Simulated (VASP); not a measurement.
# Nb in VASP: a series of runs

Runs on Nb. Level: PBE. Tasks: single point.

All numbers are computed with VASP 6.6.1; they aren't measurements. Logs are shortened: lines on timing, memory, paths and dates and some standing lists are left out, and cuts for length are marked.

**1. The cell of the first run**

The structure is cubic, space group Im-3m (No. 229). The conventional cell has a = 3.228 Å, b = 3.228 Å, c = 3.228 Å, α = 90.00°, β = 90.00°, γ = 90.00°. Nb (site symmetry m-3m) has 14 Nb at 2.80 to 3.23 Å within 3.7 Å.

**2. Single point, PBE (strain -0.030 along x and y, -0.030 along z)**

Contents of INCAR:

```
PREC     = Accurate       # precision mode
ENCUT    = 520            # plane-wave cutoff, eV
EDIFF    = 1E-6           # SCF threshold, eV
ISMEAR   = 0              # smearing method
SIGMA    = 0.15           # smearing width, eV
LREAL    = False          # projectors in reciprocal space
LASPH    = True           # aspherical terms in the spheres
NELM     = 80             # most SCF steps
ALGO     = Normal         # electronic algorithm
ISIF     = 2              # what is computed and relaxed
LWAVE    = False          # write WAVECAR
LCHARG   = False          # write CHGCAR
GGA      = PE             # functional
NBANDS   = 12             # bands
```

Contents of KPOINTS:

```
regular mesh
0
Gamma
  20 20 20
```

Contents of POSCAR:

```
Nb
1.0
   -1.6140315000      1.6140315000      1.6140315000
    1.6140315000     -1.6140315000      1.6140315000
    1.6140315000      1.6140315000     -1.6140315000
Nb
1
Direct
    0.0000000000      0.0000000000      0.0000000000
```

Potentials or basis: VASP PAW PBE potentials, release 64 (Nb_sv).

Command:

```console
$ cat potpaw_PBE.64/Nb_sv/POTCAR > POTCAR
$ mpirun -np 1 vasp_std > vasp.out
```

OUTCAR:

```text
PREC = Accurate
   ENCUT = 520
   EDIFF = 1E-6
   ISMEAR = 0
   LREAL = False
   LASPH = True
   NELM = 80
   ISIF = 2
   GGA = PE

 ion  position               nearest neighbor table
   1  0.000  0.000  0.000-

  LATTYP: Found a body centered cubic cell.
 ALAT       =     3.2280630000

  Lattice vectors:

 A1 = (  -1.6140315000,   1.6140315000,   1.6140315000)
 A2 = (   1.6140315000,  -1.6140315000,   1.6140315000)
 A3 = (   1.6140315000,   1.6140315000,  -1.6140315000)

Analysis of symmetry for initial positions (statically):
=====================================================================
 Subroutine PRICEL returns:
 Original cell was already a primitive cell.

 Routine SETGRP: Setting up the symmetry group for a
 body centered cubic supercell.

 Subroutine GETGRP returns: Found 48 space group operations
 (whereof 48 operations were pure point group operations)
 out of a pool of 48 trial point group operations.

The static configuration has the point symmetry O_h .

Analysis of symmetry for dynamics (positions and initial velocities):
=====================================================================
 Subroutine PRICEL returns:
 Original cell was already a primitive cell.

 Routine SETGRP: Setting up the symmetry group for a
 body centered cubic supercell.

 Subroutine GETGRP returns: Found 48 space group operations
 (whereof 48 operations were pure point group operations)
 out of a pool of 48 trial point group operations.

The dynamic configuration has the point symmetry O_h .

 Subroutine INISYM returns: Found 48 space group operations
 (whereof 48 operations are pure point group operations),
 and found     1 'primitive' translations

----------------------------------------------------------------------------------------

                                     Primitive cell

  volume of cell :      16.8188

  direct lattice vectors                    reciprocal lattice vectors
    -1.614031500  1.614031500  1.614031500     0.000000000  0.309783297  0.309783297
     1.614031500 -1.614031500  1.614031500     0.309783297  0.000000000  0.309783297
     1.614031500  1.614031500 -1.614031500     0.309783297  0.309783297  0.000000000

  length of vectors
     2.795584563  2.795584563  2.795584563     0.438099740  0.438099740  0.438099740

  position of ions in fractional coordinates (direct lattice)
     0.000000000  0.000000000  0.000000000

  ion indices of the primitive-cell ions
   primitive index   ion index
                 1           1

----------------------------------------------------------------------------------------

 KPOINTS: regular mesh

Automatic generation of k-mesh.
 Grid dimensions read from file:
 generate k-points for:   20   20   20

 Generating k-lattice:

  Cartesian coordinates                     Fractional coordinates (reciprocal lattice)
     0.000000000  0.015489165  0.015489165     0.050000000  0.000000000  0.000000000
     0.015489165  0.000000000  0.015489165     0.000000000  0.050000000  0.000000000
     0.015489165  0.015489165  0.000000000     0.000000000  0.000000000  0.050000000

  Length of vectors
     0.021904987  0.021904987  0.021904987

  Shift w.r.t. Gamma in fractional coordinates (k-lattice)
     0.000000000  0.000000000  0.000000000

 Subroutine IBZKPT returns following result:
 ===========================================

 Found    256 irreducible k-points:

 Following reciprocal coordinates:
            Coordinates               Weight
  0.000000  0.000000  0.000000      1.000000
  0.050000  0.000000  0.000000     12.000000
  0.100000  0.000000  0.000000     12.000000
  0.150000  0.000000  0.000000     12.000000
  0.200000  0.000000  0.000000     12.000000
  0.250000  0.000000  0.000000     12.000000
[... 16 lines left out ...]
  0.200000  0.100000  0.000000     48.000000
  0.250000  0.100000  0.000000     48.000000
 [... further k-points ...]
   k-points           NKPTS =    256   k-points in BZ     NKDIM =    256   number of bands    NBANDS=     12
   number of dos      NEDOS =    301   number of ions     NIONS =      1
   total plane-waves  NPLWV =  13824
   dimension x,y,z NGX =    24 NGY =   24 NGZ =   24
   dimension x,y,z NGXF=    48 NGYF=   48 NGZF=   48
   ions per type =               1
   NGX,Y,Z   is equivalent  to a cutoff of  14.27, 14.27, 14.27 a.u.
   NGXF,Y,Z  is equivalent  to a cutoff of  28.54, 28.54, 28.54 a.u.
 SYSTEM =  unknown system
   PREC   = accura    normal or accurate (medium, high low for compatibility)
   ISTART =      0    job   : 0-new  1-cont  2-samecut
   ICHARG =      2    charge: 1-file 2-atom 10-const
   ISPIN  =      1    spin polarized calculation?
   LNONCOLLINEAR =      F non collinear calculations
   LSORBIT =      F    spin-orbit coupling
   LASPH  =      T    aspherical Exc in radial PAW
   ENCUT  =  520.0 eV  38.22 Ry    6.18 a.u.   5.20  5.20  5.20*2*pi/ulx,y,z
   NELM   =     80;   NELMIN=  2; NELMDL= -5     # of ELM steps
   EDIFF  = 0.1E-05   stopping-criterion for ELM
   LREAL  =      F    real-space projection
   EDIFFG = 0.1E-04   stopping-criterion for IOM
   NSW    =      0    number of steps for IOM
   IBRION =     -1    ionic relax: 0-MD 1-quasi-New 2-CG
   NFREE  =      0    steps in history (QN), initial steepest desc. (CG)
   ISIF   =      2    stress and relaxation
   ISYM   =      2    0-nonsym 1-usesym 2-fastsym
   POTIM  = 0.5000    time-step for ionic-motion
   TEBEG  =    0.0;   TEEND  =   0.0 temperature during run
   PSTRESS=    0.0 pullay stress
   NELECT =      13.0000    total number of electrons
   NUPDOWN=      -1.0000    fix difference up-down
   EMIN   =  10.00;   EMAX   =-10.00  energy-range for DOS
   EFERMI =   0.00;   METHOD = LEGACY
   ISMEAR =     0;   SIGMA  =   0.15  broadening in eV -4-tet -1-fermi 0-gaus
   EFERMI_NEDOS =   21; number of points for ismear=-14 and -15
   IALGO  =     38    algorithm
   IMIX   =      4    mixing-type and parameters
     AMIX     =   0.40;   BMIX     =  1.00
     AMIX_MAG =   1.60;   BMIX_MAG =  1.00
  volume/ion in A,a.u.               =      16.82       113.50
  Fermi-wavevector in a.u.,A,eV,Ry     =   1.502417  2.839157 30.711861  2.257258
  Thomas-Fermi vector in A             =   2.613661
   LORBIT       =      0    0 simple, 1 ext, 2 COOP (PROOUT), +10 PAW based schemes
   GGA     = PE    functional components
   LHFCALC =     F    Hartree Fock is set to
   AEXX    =    0.0000 exact exchange contribution
   IVDW    =     0    specifies the selected vdW correction
   LEPSILON=     F    determine dielectric tensor
   LRPA    =     F    only Hartree local field effects (RPA)
 non-spin polarized calculation
 Gauss-broadening in eV      SIGMA  =   0.15
  energy-cutoff  :      520.00
  volume of cell :       16.82
 maximum number of plane-waves:       470
 NGX is ok and might be reduce to    24
   NGX = 11   NGY = 11   NGZ = 11

 number of electron      13.0000000 magnetization

 Free energy of the ion-electron system (eV)
  ---------------------------------------------------
  ext. energy  EPLUGINS =         0.00000000
  ---------------------------------------------------
  free energy    TOTEN  =       -10.16973391 eV

  energy without entropy =      -10.15483042  energy(sigma->0) =      -10.16228216

 E-fermi :  12.1742     XC(G=0): -12.8581

 val. band max:       12.1696916202   @ k =   0.0500   0.0500   0.0500
 cond. band min:      12.1820243346   @ k =  -0.3000   0.3500   0.0500
 fundamental gap:      0.0123327144
 Fermi energy:        12.1741690283

 k-point     1 :       0.0000    0.0000    0.0000
  band No.  band energies     occupation
      1     -42.1275      2.00000
      2     -17.2598      2.00000
      3     -17.2598      2.00000
      4     -17.2598      2.00000
      5       6.1065      2.00000
      6      12.5058      0.00177
      7      12.5058      0.00177
      8      12.5058      0.00177
      9      15.6485      0.00000
     10      15.6485      0.00000
     11      26.5673      0.00000
     12      26.5673      0.00000

 k-point     2 :       0.0500    0.0000    0.0000
  band No.  band energies     occupation
      1     -42.1199      2.00000
      2     -17.3047      2.00000
      3     -17.2732      2.00000
      4     -17.2603      2.00000
      5       6.2196      2.00000
      6      12.4342      0.01421
      7      12.4898      0.00292
      8      12.6141      0.00003
      9      15.5315      0.00000
     10      15.6476      0.00000
     11      26.6655      0.00000
     12      26.7624      0.00000

 k-point     3 :       0.1000    0.0000    0.0000
  band No.  band energies     occupation
      1     -42.0976      2.00000
      2     -17.4335      2.00000
      3     -17.3118      2.00000
      4     -17.2616      2.00000
      5       6.5449      2.00000
      6      12.2337      0.57444
      7      12.4248      0.01814
      8      12.9356      0.00000
      9      15.2673      0.00000
     10      15.6498      0.00000
     11      26.9224      0.00000
     12      27.3295      0.00000
[... 286 lines left out ...]
 k-point    23 :       0.2000    0.1000    0.0000
  band No.  band energies     occupation
      1     -41.9533      2.00000
      2     -18.1796      2.00000
      3     -17.5355      2.00000
      4     -17.3241      2.00000
      5       8.4070      2.00000
      6      11.2614      2.00000
      7      11.6902      1.99999
      8      14.7718      0.00000
      9      15.5458      0.00000
     10      16.1194      0.00000
     11      27.3343      0.00000
     12      28.7256      0.00000

 k-point    24 :       0.2500    0.1000    0.0000
  band No.  band energies     occupation
      1     -41.9055      2.00000
      2     -18.4027      2.00000
      3     -17.6286      2.00000
      4     -17.3298      2.00000
      5       8.7010      2.00000
      6      10.9580      2.00000
      7      11.9004      1.99015
      8      14.9828      0.00000
      9      16.2458      0.00000
     10      16.5920      0.00000
     11      26.5059      0.00000
     12      28.1671      0.00000

 [... further k-points ...]
[... 5 lines left out ...]
  --------------------------------------------------------------------------------------
  -------------------------------------------------------------------------------------
  Total        1.5019467      1.5019467      1.5019467      0.0000000      0.0000000     -0.0000000
  in kB      143.0767603    143.0767603    143.0767603      0.0000000      0.0000000     -0.0000000
  external PRESSURE =     143.0767603 kB  Pullay stress =       0.0000000 kB

 VOLUME and BASIS-vectors are now :
 -----------------------------------------------------------------------------
  energy-cutoff  :      520.00
  volume of cell :       16.82
      direct lattice vectors                 reciprocal lattice vectors
    -1.614031500  1.614031500  1.614031500     0.000000000  0.309783297  0.309783297
     1.614031500 -1.614031500  1.614031500     0.309783297  0.000000000  0.309783297
     1.614031500  1.614031500 -1.614031500     0.309783297  0.309783297  0.000000000

 POSITION                                       TOTAL-FORCE (eV/Angst)
 -----------------------------------------------------------------------------------
      0.00000      0.00000      0.00000         0.000000      0.000000      0.000000
 -----------------------------------------------------------------------------------
    total drift:                                0.000000      0.000000     -0.000000

  FREE ENERGIE OF THE ION-ELECTRON SYSTEM (eV)
  ---------------------------------------------------
  free  energy   TOTEN  =       -10.1697339109 eV

  energy  without entropy=      -10.1548304164  energy(sigma->0) =      -10.16228216
```

It took 19 s on 1 thread of Intel Xeon 6975P-C (Granite Rapids), shared host; peak memory 0.17 GiB.

Results:

```
Free energy : -10.1697 eV
Pressure    : 14.3 GPa
```

Caveat: the cell differs from its parent crystal (strain -0.030 along x and y, -0.030 along z).

**3. Single point, PBE (strain -0.015 along x and y, -0.015 along z)**

Contents of INCAR:

```
  PREC = Accurate
  ENCUT = 520
  EDIFF = 1E-6
  ISMEAR = 0
  SIGMA = 0.15
  LREAL = F
  LASPH = T
  NELM = 100
  ALGO = Normal
  ISIF = 2
  LWAVE = F
  LCHARG = F
  GGA = PE
  NBANDS = 12
```

Contents of KPOINTS:

```
Automatic mesh
0
Gamma
  20 20 20
```

Contents of POSCAR:

```
Nb
1.0
   -1.6389907500      1.6389907500      1.6389907500
    1.6389907500     -1.6389907500      1.6389907500
    1.6389907500      1.6389907500     -1.6389907500
Nb
1
Direct
    0.0000000000      0.0000000000      0.0000000000
```

Potentials or basis: VASP PAW PBE potentials, release 64 (Nb_sv).

Command:

```console
$ cat potpaw_PBE.64/Nb_sv/POTCAR > POTCAR
$ mpirun -np 1 vasp_std > vasp.out
```

Run time: 20 s. Hardware: 1 thread of Intel Xeon 6975P-C (Granite Rapids), shared host; peak memory 0.17 GiB.

The run converged. Its results:

```yaml
Free_energy: -10.2170 eV
Pressure: 4.9 GPa
```

Levels at points of the mesh, in eV from the Fermi level:
```
           k point  band 2  band 3  band 4  band 5  band 6  band 7  band 8  band 9  band 10  band 11
(0.00, 0.00, 0.00)  -29.60  -29.60  -29.60   -6.00    0.35    0.35    0.35    3.33     3.33    14.27
(0.50, 0.00, 0.00)  -31.05  -30.05  -29.61   -3.83   -1.74    2.39    3.38    4.08     6.55    11.68
(0.50, 0.50, 0.50)  -30.59  -30.59  -30.59   -3.86   -3.86    5.75    5.75    5.75     9.26     9.26
```

Caveat: the cell differs from its parent crystal (strain -0.015 along x and y, -0.015 along z).

**4. Single point, PBE (strain +0.015 along x and y, +0.015 along z)**

Contents of INCAR:

```
SYSTEM = Nb
PREC     = Accurate       ! precision mode
ENCUT    = 520            ! plane-wave cutoff, eV
EDIFF    = 1E-6           ! SCF threshold, eV
ISMEAR   = 0              ! smearing method
SIGMA    = 0.15           ! smearing width, eV
LREAL    = .FALSE.        ! projectors in reciprocal space
LASPH    = .TRUE.         ! aspherical terms in the spheres
NELM     = 60             ! most SCF steps
ALGO     = Normal         ! electronic algorithm
ISIF     = 2              ! what is computed and relaxed
LWAVE    = .FALSE.        ! write WAVECAR
LCHARG   = .FALSE.        ! write CHGCAR
GGA      = PE             ! functional
NBANDS   = 12             ! bands
```

Contents of KPOINTS:

```
Automatic mesh
0
G
  20 20 20
  0 0 0
```

Contents of POSCAR:

```
Nb
1.0
   -1.6889092500      1.6889092500      1.6889092500
    1.6889092500     -1.6889092500      1.6889092500
    1.6889092500      1.6889092500     -1.6889092500
Nb
1
Direct
    0.0000000000      0.0000000000      0.0000000000
```

Command:

```console
$ cat potpaw_PBE.64/Nb_sv/POTCAR > POTCAR
$ mpirun -np 1 vasp_std > vasp.out
```

Wall time 22 s (1 thread of Intel Xeon 6975P-C (Granite Rapids), shared host); peak memory 0.18 GiB.

It converged, with:

* Free energy: -10.1888 eV
* Pressure: -9.5 GPa

Levels at points of the mesh, in eV from the Fermi level:
```
           k point  band 3  band 4  band 5  band 6  band 7  band 8  band 9  band 10
(0.00, 0.00, 0.00)  -29.90  -29.90   -5.82    0.37    0.37    0.37    3.06     3.06
(0.50, 0.00, 0.00)  -30.25  -29.91   -3.46   -1.48    1.97    3.05    3.68     5.83
(0.50, 0.50, 0.50)  -30.66  -30.66   -3.36   -3.36    5.14    5.14    5.14     8.51
```

Caveat: the cell differs from its parent crystal (strain +0.015 along x and y, +0.015 along z).

**5. Single point, PBE (strain +0.030 along x and y, +0.030 along z)**

Contents of INCAR:

```
ALGO = Normal
EDIFF = 1E-7
ENCUT = 520
GGA = PE
ISIF = 2
ISMEAR = 0
LASPH = True
LCHARG = False
LREAL = False
LWAVE = False
NBANDS = 12
NELM = 60
PREC = Accurate
SIGMA = 0.15
```

Contents of KPOINTS:

```
k-points
0
Gamma
  20 20 20
```

Contents of POSCAR:

```
Nb
1.0
   -1.7138685000      1.7138685000      1.7138685000
    1.7138685000     -1.7138685000      1.7138685000
    1.7138685000      1.7138685000     -1.7138685000
Nb
1
Direct
    0.0000000000      0.0000000000      0.0000000000
```

Command:

```console
$ cat potpaw_PBE.64/Nb_sv/POTCAR > POTCAR
$ mpirun -np 1 vasp_std > vasp.out
```

Run time: 24 s. Hardware: 1 thread of Intel Xeon 6975P-C (Granite Rapids), shared host; peak memory 0.18 GiB.

Results (log left out):

```
Free energy : -10.1231 eV
Pressure    : -14.8 GPa
```

Levels at points of the mesh, in eV from the Fermi level:
| k point | band 3 | band 4 | band 5 | band 6 | band 7 | band 8 | band 9 | band 10 |
| --- | --- | --- | --- | --- | --- | --- | --- | --- |
| (0.00, 0.00, 0.00) | -30.05 | -30.05 | -5.72 | 0.37 | 0.37 | 0.37 | 2.93 | 2.93 |
| (0.50, 0.00, 0.00) | -30.35 | -30.05 | -3.30 | -1.37 | 1.80 | 2.90 | 3.49 | 5.50 |
| (0.50, 0.50, 0.50) | -30.71 | -30.71 | -3.13 | -3.13 | 4.86 | 4.86 | 4.86 | 8.17 |

Caveat: the cell differs from its parent crystal (strain +0.030 along x and y, +0.030 along z).

**6. Single point, PBE (strain -0.030 along x and y, +0.000 along z)**

Contents of INCAR:

```
SYSTEM = Nb
  PREC = Accurate
  ENCUT = 520
  EDIFF = 1E-6
  ISMEAR = 0
  SIGMA = 0.15
  LREAL = .FALSE.
  LASPH = .TRUE.
  NELM = 80
  ALGO = Fast
  ISIF = 2
  LWAVE = .FALSE.
  LCHARG = .TRUE.
  GGA = PE
  LELF = .TRUE.
  LVHAR = .TRUE.
  NBANDS = 12
```

Contents of KPOINTS:

```
Automatic mesh
0
G
  20 20 20
  0 0 0
```

Contents of POSCAR:

```
Nb
1.0
   -1.6140315000      1.6140315000      1.6639500000
    1.6140315000     -1.6140315000      1.6639500000
    1.6140315000      1.6140315000     -1.6639500000
Nb
1
Direct
    0.0000000000      0.0000000000      0.0000000000
```

Potentials or basis: VASP PAW PBE potentials, release 64 (Nb_sv).

Command:

```console
$ cat potpaw_PBE.64/Nb_sv/POTCAR > POTCAR
$ mpirun -np 1 vasp_std > vasp.out
```

Run time: 1.8 min. Hardware: 1 thread of Intel Xeon 6975P-C (Granite Rapids), shared host; peak memory 0.24 GiB.

It converged, with:

```yaml
Free_energy: -10.2015 eV
Pressure: 7.9 GPa
```

Stress tensor (GPa, compression positive):
```
9.29 0.00 0.00
0.00 9.29 0.00
0.00 0.00 5.21
```

Levels at points of the mesh, in eV from the Fermi level:
```tsv
k point	band 2	band 3	band 4	band 5	band 6	band 7	band 8	band 9	band 10	band 11
(0.00, 0.00, 0.00)	-29.54	-29.54	-29.54	-6.02	0.24	0.24	0.58	3.13	3.61	13.96
(0.50, 0.00, 0.00)	-31.07	-30.01	-29.55	-3.88	-1.66	2.39	3.21	4.15	6.64	11.76
(0.50, 0.50, 0.00)	-31.06	-30.04	-29.59	-3.92	-2.03	2.63	3.75	4.31	6.73	11.69
(0.50, 0.50, 0.50)	-30.64	-30.55	-30.55	-4.00	-3.91	5.79	5.90	5.90	8.92	9.64
```

Caveat: the cell differs from its parent crystal (strain -0.030 along x and y, +0.000 along z).

**7. Summary**

```csv
cell,gap on the mesh (eV),pressure (GPa)
"a = 2.796 Å, angles 109.5°, 1 atom",none,14.3
"a = 2.839 Å, angles 109.5°, 1 atom",none,4.9
"a = 2.925 Å, angles 109.5°, 1 atom",none,-9.5
"a = 2.969 Å, angles 109.5°, 1 atom",none,-14.8
"a = 2.825 Å, angles 110.3, 110.3, 107.8°, 1 atom",none,7.9
```

Alike in all rows: task single point; level PBE; potentials or basis VASP PAW PBE potentials, release 64 (Nb_sv); no spin polarisation; k mesh 20 × 20 × 20; cutoff (eV) 520; smearing gaussian 0.15 eV.

Total energies depend on the potentials used, so only differences within one code and one set of settings carry meaning.
